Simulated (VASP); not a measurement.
# Ti (P6_3/mmc) in VASP: further runs, part 2 of 2

VASP 6.6.1. The steps go on from the part before.

## (4) Single point, BLYP (15.68 Å³/atom)

This run uses another cell than the first one, of 15.68 Å³/atom.

File INCAR:

```
PREC = Accurate ; ENCUT = 520
EDIFF = 1E-6 ; ISMEAR = -1
SIGMA = 0.1 ; LREAL = False
LASPH = True ; NELM = 80
ALGO = Normal ; ISIF = 2
LWAVE = False ; LCHARG = False
GGA = B5 ; ALDAX = 1.0
AGGAX = 1.0 ; AGGAC = 1.0
ALDAC = 0.0 ; NBANDS = 19
```

File KPOINTS:

```
regular mesh
0
Gamma
  20 20 11
```

File POSCAR:

```
Ti
1.0
    2.8383679441      0.0000000000      0.0000000000
   -1.4191839720      2.4580987449      0.0000000000
    0.0000000000      0.0000000000      4.4944803415
Ti
2
Direct
    0.3333333333      0.6666666667      0.2500000000
    0.6666666667      0.3333333333      0.7500000000
```

Potentials or basis: VASP PAW PBE potentials, release 64 (Ti_sv).

Launch:

```bash
> cat potpaw_PBE.64/Ti_sv/POTCAR > POTCAR
> mpirun -np 1 vasp_std > vasp.out
```

OUTCAR:

```text
PREC = Accurate
   ENCUT = 520
   EDIFF = 1E-6
   ISMEAR = -1
   LREAL = False
   LASPH = True
   NELM = 80
   ISIF = 2
   GGA = B5

 ion  position               nearest neighbor table
   1  0.333  0.667  0.250-   2 2.78   2 2.78   2 2.78   2 2.78   2 2.78   2 2.78
   2  0.667  0.333  0.750-   1 2.78   1 2.78   1 2.78   1 2.78   1 2.78   1 2.78

  LATTYP: Found a hexagonal cell.
 ALAT       =     2.8383679441
 C/A-ratio  =     1.5834734714

  Lattice vectors:

 A1 = (   2.8383679441,   0.0000000000,   0.0000000000)
 A2 = (  -1.4191839720,   2.4580987449,   0.0000000000)
 A3 = (   0.0000000000,   0.0000000000,   4.4944803415)

Analysis of symmetry for initial positions (statically):
=====================================================================
 Subroutine PRICEL returns:
 Original cell was already a primitive cell.

 Routine SETGRP: Setting up the symmetry group for a
 hexagonal supercell.

 Subroutine GETGRP returns: Found 24 space group operations
 (whereof 12 operations were pure point group operations)
 out of a pool of 24 trial point group operations.

The static configuration has the point symmetry D_3d.
 The point group associated with its full space group is D_6h.

Analysis of symmetry for dynamics (positions and initial velocities):
=====================================================================
 Subroutine PRICEL returns:
 Original cell was already a primitive cell.

 Routine SETGRP: Setting up the symmetry group for a
 hexagonal supercell.

 Subroutine GETGRP returns: Found 24 space group operations
 (whereof 12 operations were pure point group operations)
 out of a pool of 24 trial point group operations.

The dynamic configuration has the point symmetry D_3d.
 The point group associated with its full space group is D_6h.

 Subroutine INISYM returns: Found 24 space group operations
 (whereof 12 operations are pure point group operations),
 and found     1 'primitive' translations

----------------------------------------------------------------------------------------

                                     Primitive cell

  volume of cell :      31.3579

  direct lattice vectors                    reciprocal lattice vectors
     2.838367944  0.000000000  0.000000000     0.352315140  0.203409241  0.000000000
    -1.419183972  2.458098745  0.000000000     0.000000000  0.406818482  0.000000000
     0.000000000  0.000000000  4.494480342     0.000000000  0.000000000  0.222495133

  length of vectors
     2.838367944  2.838367944  4.494480342     0.406818482  0.406818482  0.222495133

  position of ions in fractional coordinates (direct lattice)
     0.333333333  0.666666667  0.250000000
     0.666666667  0.333333333  0.750000000

  ion indices of the primitive-cell ions
   primitive index   ion index
                 1           1
                 2           2

----------------------------------------------------------------------------------------

 KPOINTS: regular mesh

Automatic generation of k-mesh.
 Grid dimensions read from file:
 generate k-points for:   20   20   11

 Generating k-lattice:

  Cartesian coordinates                     Fractional coordinates (reciprocal lattice)
     0.017615757  0.010170462  0.000000000     0.050000000  0.000000000  0.000000000
     0.000000000  0.020340924  0.000000000     0.000000000  0.050000000  0.000000000
     0.000000000  0.000000000  0.020226830     0.000000000  0.000000000  0.090909091

  Length of vectors
     0.020340924  0.020340924  0.020226830

  Shift w.r.t. Gamma in fractional coordinates (k-lattice)
     0.000000000  0.000000000  0.000000000

 Subroutine IBZKPT returns following result:
 ===========================================

 Found    264 irreducible k-points:

 Following reciprocal coordinates:
            Coordinates               Weight
  0.000000  0.000000  0.000000      1.000000
  0.050000  0.000000  0.000000      6.000000
  0.100000 -0.000000  0.000000      6.000000
  0.150000  0.000000  0.000000      6.000000
  0.200000 -0.000000  0.000000      6.000000
  0.250000  0.000000  0.000000      6.000000
[... 16 lines left out ...]
  0.200000  0.100000  0.000000     12.000000
  0.250000  0.100000  0.000000     12.000000
 [... further k-points ...]
   k-points           NKPTS =    264   k-points in BZ     NKDIM =    264   number of bands    NBANDS=     19
   number of dos      NEDOS =    301   number of ions     NIONS =      2
   total plane-waves  NPLWV =  20736
   dimension x,y,z NGX =    24 NGY =   24 NGZ =   36
   dimension x,y,z NGXF=    48 NGYF=   48 NGZF=   72
   ions per type =               2
   NGX,Y,Z   is equivalent  to a cutoff of  14.06, 14.06, 13.32 a.u.
   NGXF,Y,Z  is equivalent  to a cutoff of  28.11, 28.11, 26.63 a.u.
 SYSTEM =  unknown system
   PREC   = accura    normal or accurate (medium, high low for compatibility)
   ISTART =      0    job   : 0-new  1-cont  2-samecut
   ICHARG =      2    charge: 1-file 2-atom 10-const
   ISPIN  =      1    spin polarized calculation?
   LNONCOLLINEAR =      F non collinear calculations
   LSORBIT =      F    spin-orbit coupling
   LASPH  =      T    aspherical Exc in radial PAW
   ENCUT  =  520.0 eV  38.22 Ry    6.18 a.u.   5.28  5.28  8.36*2*pi/ulx,y,z
   NELM   =     80;   NELMIN=  2; NELMDL= -5     # of ELM steps
   EDIFF  = 0.1E-05   stopping-criterion for ELM
   LREAL  =      F    real-space projection
   EDIFFG = 0.1E-04   stopping-criterion for IOM
   NSW    =      0    number of steps for IOM
   IBRION =     -1    ionic relax: 0-MD 1-quasi-New 2-CG
   NFREE  =      0    steps in history (QN), initial steepest desc. (CG)
   ISIF   =      2    stress and relaxation
   ISYM   =      2    0-nonsym 1-usesym 2-fastsym
   POTIM  = 0.5000    time-step for ionic-motion
   TEBEG  =    0.0;   TEEND  =   0.0 temperature during run
   PSTRESS=    0.0 pullay stress
   NELECT =      24.0000    total number of electrons
   NUPDOWN=      -1.0000    fix difference up-down
   EMIN   =  10.00;   EMAX   =-10.00  energy-range for DOS
   EFERMI =   0.00;   METHOD = LEGACY
   ISMEAR =    -1;   SIGMA  =   0.10  broadening in eV -4-tet -1-fermi 0-gaus
   EFERMI_NEDOS =   21; number of points for ismear=-14 and -15
   IALGO  =     38    algorithm
   IMIX   =      4    mixing-type and parameters
     AMIX     =   0.40;   BMIX     =  1.00
     AMIX_MAG =   1.60;   BMIX_MAG =  1.00
  volume/ion in A,a.u.               =      15.68       105.81
  Fermi-wavevector in a.u.,A,eV,Ry     =   1.497486  2.829838 30.510576  2.242464
  Thomas-Fermi vector in A             =   2.609368
   LORBIT       =      0    0 simple, 1 ext, 2 COOP (PROOUT), +10 PAW based schemes
   GGA     = B5    functional components
   LHFCALC =     F    Hartree Fock is set to
   AEXX    =    0.0000 exact exchange contribution
   IVDW    =     0    specifies the selected vdW correction
   LEPSILON=     F    determine dielectric tensor
   LRPA    =     F    only Hartree local field effects (RPA)
 non-spin polarized calculation
  energy-cutoff  :      520.00
  volume of cell :       31.36
 maximum number of plane-waves:       857
 NGX is ok and might be reduce to    24
   NGX = 11   NGY = 11   NGZ = 17

 number of electron      24.0000004 magnetization

 Free energy of the ion-electron system (eV)
  ---------------------------------------------------
  ext. energy  EPLUGINS =         0.00000000
  ---------------------------------------------------
  free energy    TOTEN  =       -13.37555280 eV

  energy without entropy =      -13.30449505  energy(sigma->0) =      -13.34002393

 E-fermi :   9.8988     XC(G=0): -11.4401

 val. band max:        9.8921737931   @ k =   0.2500   0.2000   0.4545
 cond. band min:       9.9025195292   @ k =   0.4000   0.2000   0.2727
 fundamental gap:      0.0103457361
 Fermi energy:         9.8988271481

 k-point     1 :       0.0000    0.0000    0.0000
  band No.  band energies     occupation
      1     -46.5676      2.00000
      2     -46.3573      2.00000
      3     -23.4449      2.00000
      4     -22.5777      2.00000
      5     -22.5777      2.00000
      6     -22.4604      2.00000
[... 11 lines left out ...]
     18      11.6642      0.00000
     19      13.3992      0.00000
[... 485 lines left out ...]
 k-point    24 :       0.2500    0.1000    0.0000
  band No.  band energies     occupation
      1     -46.4511      2.00000
      2     -46.3211      2.00000
      3     -23.1907      2.00000
      4     -23.0055      2.00000
      5     -22.8973      2.00000
      6     -22.7138      2.00000
[... 11 lines left out ...]
     18      13.1506      0.00000
     19      13.7382      0.00000

 [... further k-points ...]

------------------------ aborting loop because EDIFF is reached ----------------------------------------

  FORCE on cell =-STRESS in cart. coord.  units (eV):
  Direction    XX          YY          ZZ          XY          YZ          ZX
  --------------------------------------------------------------------------------------
  -------------------------------------------------------------------------------------
  Total        3.2241461      3.2241461      3.3172084      0.0000000     -0.0000000      0.0000000
  in kB      164.7319330    164.7319330    169.4867838      0.0000000     -0.0000000      0.0000000
  external PRESSURE =     166.3168832 kB  Pullay stress =       0.0000000 kB

 VOLUME and BASIS-vectors are now :
 -----------------------------------------------------------------------------
  energy-cutoff  :      520.00
  volume of cell :       31.36
      direct lattice vectors                 reciprocal lattice vectors
     2.838367944  0.000000000  0.000000000     0.352315140  0.203409241  0.000000000
    -1.419183972  2.458098745  0.000000000     0.000000000  0.406818482  0.000000000
     0.000000000  0.000000000  4.494480342     0.000000000  0.000000000  0.222495133

 POSITION                                       TOTAL-FORCE (eV/Angst)
 -----------------------------------------------------------------------------------
     -0.00000      1.63873      1.12362         0.000000      0.000000      0.000000
      1.41918      0.81937      3.37086        -0.000000      0.000000      0.000000
 -----------------------------------------------------------------------------------
    total drift:                               -0.000000      0.000000     -0.000000

  FREE ENERGIE OF THE ION-ELECTRON SYSTEM (eV)
  ---------------------------------------------------
  free  energy   TOTEN  =       -13.3755527992 eV

  energy  without entropy=      -13.3044950527  energy(sigma->0) =      -13.34002393
```

OSZICAR:

```text
N       E                     dE             d eps       ncg     rms          rms(c)
DAV:   1     0.267351407179E+03    0.26735E+03   -0.13079E+04 10048   0.161E+03
DAV:   2     0.155931309768E+02   -0.25176E+03   -0.24729E+03 10308   0.444E+02
DAV:   3    -0.135490380897E+02   -0.29142E+02   -0.28696E+02 18550   0.124E+02
DAV:   4    -0.146937579381E+02   -0.11447E+01   -0.11429E+01 11515   0.258E+01
DAV:   5    -0.147448111514E+02   -0.51053E-01   -0.51049E-01 14561   0.398E+00    0.126E+01
DAV:   6    -0.133406515367E+02    0.14042E+01   -0.50664E+00 11721   0.233E+01    0.365E+00
DAV:   7    -0.133485328386E+02   -0.78813E-02   -0.53667E-01 15099   0.564E+00    0.205E+00
DAV:   8    -0.133818707424E+02   -0.33338E-01   -0.20114E-01 10458   0.512E+00    0.835E-01
DAV:   9    -0.133752785526E+02    0.65922E-02   -0.36048E-02 11512   0.214E+00    0.646E-02
DAV:  10    -0.133755830277E+02   -0.30448E-03   -0.23391E-03 14174   0.323E-01    0.542E-02
DAV:  11    -0.133755601704E+02    0.22857E-04   -0.11849E-04 12986   0.726E-02    0.147E-02
DAV:  12    -0.133755534159E+02    0.67545E-05   -0.57192E-06 11487   0.190E-02    0.446E-03
DAV:  13    -0.133755521756E+02    0.12402E-05   -0.66203E-07  6287   0.813E-03    0.121E-03
DAV:  14    -0.133755527992E+02   -0.62354E-06   -0.10510E-07  5352   0.303E-03
   1 F= -.13375553E+02 E0= -.13340024E+02  d E =-.710577E-01
```

stdout:

```text
POSCAR found type information on POSCAR Ti
 POSCAR found :  1 types and       2 ions
 scaLAPACK will be used
 -----------------------------------------------------------------------------
|                                                                             |
|                                                                             |
|     You enforced a specific xc type in the INCAR file but a different       |
|     I HOPE YOU KNOW WHAT YOU ARE DOING!                                     |
|                                                                             |
 -----------------------------------------------------------------------------

 LDA part: xc-table for (Slater(with rela. corr.)+VWN5), standard interpolation
 POSCAR, INCAR and KPOINTS ok, starting setup
 FFT: planning ... GRIDC
 FFT: planning ... GRID_SOFT
 FFT: planning ... GRID
 WAVECAR not read
 entering main loop
```

It took 1.9 min on 1 thread of AMD EPYC 9R45 (Zen 5), shared host; peak memory 0.22 GiB.

What came out:

```
Free energy            : -13.3756 eV
Pressure               : 16.6 GPa
Band gap on the k mesh : zero (bands 12 and 13 overlap by 1.07 eV)
```

Stress tensor (GPa, compression positive):
```
16.47  0.00  0.00
 0.00 16.47  0.00
 0.00  0.00 16.95
```

Caveat: the cell stands under pressure; the PAW data sets were made with another functional, which shifts forces and pressure a little.

## (5) Single point, BLYP (16.39 Å³/atom)

This run uses another cell than the first one, of 16.39 Å³/atom.

File INCAR:

```
PREC = Accurate
ENCUT = 520
EDIFF = 1E-6
ISMEAR = -1
SIGMA = 0.1
LREAL = False
LASPH = True
NELM = 60
ALGO = Normal
ISIF = 2
LWAVE = False
LCHARG = False
GGA = B5
ALDAX = 1.0
AGGAX = 1.0
AGGAC = 1.0
ALDAC = 0.0
NBANDS = 19
```

File KPOINTS:

```
Automatic mesh
0
Gamma
  20 20 11
```

File POSCAR:

```
Ti
1.0
    2.8807378913      0.0000000000      0.0000000000
   -1.4403689457      2.4947921955      0.0000000000
    0.0000000000      0.0000000000      4.5615720289
Ti
2
Direct
    0.3333333333      0.6666666667      0.2500000000
    0.6666666667      0.3333333333      0.7500000000
```

Launch:

```bash
> cat potpaw_PBE.64/Ti_sv/POTCAR > POTCAR
> mpirun -np 1 vasp_std > vasp.out
```

Run time: 1.9 min. Hardware: 1 thread of AMD EPYC 9R45 (Zen 5), shared host; peak memory 0.23 GiB.

The run converged. Its results:

| Item | Value |
| --- | --- |
| Free energy | -13.4939 eV |
| Pressure | 10.0 GPa |
| Band gap on the k mesh | zero (bands 12 and 13 overlap by 1.07 eV) |

Stress tensor (GPa, compression positive):
```
 9.92  0.00  0.00
 0.00  9.92  0.00
 0.00  0.00 10.15
```

Levels at points of the mesh, in eV from the Fermi level:
```tsv
k point	band 8	band 9	band 10	band 11	band 12	band 13	band 14	band 15	band 16	band 17
(0.00, 0.00, 0.00)	-32.46	-6.10	-2.77	0.77	0.77	0.89	1.19	1.30	1.30	1.69
(0.50, 0.00, 0.00)	-32.55	-2.33	-2.29	-1.94	-0.40	0.47	0.71	1.26	3.51	3.76
```

Caveat: the cell stands under pressure; the PAW data sets were made with another functional, which shifts forces and pressure a little.

## (6) Overview

```tsv
task	cell	k mesh	cutoff (eV)	gap on the mesh (eV)	pressure (GPa)
single point	a = 2.962, b = 2.962, c = 4.690 Å, angles 90.0, 90.0, 120.0°, 2 atoms	12 × 12 × 7	520	none	0.0
relaxation of cell and atoms	relaxed from a = 2.950, b = 2.950, c = 4.686 Å, angles 90.0, 90.0, 120.0°, 2 atoms	12 × 12 × 7	600	none	0.0
single point	a = 2.838, b = 2.838, c = 4.494 Å, angles 90.0, 90.0, 120.0°, 2 atoms	20 × 20 × 11	520	none	16.6
single point	a = 2.881, b = 2.881, c = 4.562 Å, angles 90.0, 90.0, 120.0°, 2 atoms	20 × 20 × 11	520	none	10.0
```

Alike in all rows: level BLYP; potentials or basis VASP PAW PBE potentials, release 64 (Ti_sv); no spin polarisation; smearing fermi-dirac 0.1 eV.

Caveats: the PAW data sets were made with another functional, which shifts forces and pressure a little; the cell stands under pressure (at least some runs).

Total energies depend on the potentials used, so only differences within one code and one set of settings carry meaning.
